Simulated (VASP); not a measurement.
Write the native input for VASP 6.6.1 that does the following.

```yaml
Task: single point
Functional: PBEsol
Potentials_or_basis: VASP PAW PBE potentials, release 64 (Mo_sv)
Cutoff: 520 eV
k_mesh: 14 × 14 × 14
Occupations: fermi-dirac, width 0.1 eV
Spin: no spin polarisation
Dipole_correction: no
Further_INCAR_settings: ALGO = Normal; EDIFF = 1e-07; NBANDS = 13
```

The structure of Mo lies in POSCAR:

```
Mo
1.0
    2.5398751354      0.0000000000      0.0000000000
    0.0000000000      2.5398751354      0.0000000000
    0.0000000000      0.0000000000      2.5398751354
Mo
1
Direct
    0.0000000000      0.0000000000      0.0000000000
```

This cell differs from its parent crystal: volume scaled by 0.96.

The input as run:

INCAR

```
SYSTEM = Mo
PREC = Accurate
ENCUT = 520
EDIFF = 1E-7
ISMEAR = -1
SIGMA = 0.1
LREAL = .False.
LASPH = .True.
NELM = 100
ALGO = Normal
ISIF = 2
LWAVE = .False.
LCHARG = .False.
GGA = PS
NBANDS = 13
```

KPOINTS

```
regular mesh
0
Gamma
  14 14 14
  0 0 0
```

Potentials or basis: VASP PAW PBE potentials, release 64 (Mo_sv).

Launch:

```sh
$ cat potpaw_PBE.64/Mo_sv/POTCAR > POTCAR
$ mpirun -np 1 vasp_std > vasp.out
```

Results of the run:

The pressure is 8.5 GPa. The band gap on the k mesh is zero (band 7 reaches 13.24 eV, above the bottom of band 8 at 10.73 eV).

Caveat: the PAW data sets were made with another functional, which shifts forces and pressure a little.

It took 7.1 s on 1 thread of Intel(R) Xeon(R) 6975P-C (Granite Rapids), on a shared host, peak memory 0.13 GiB.
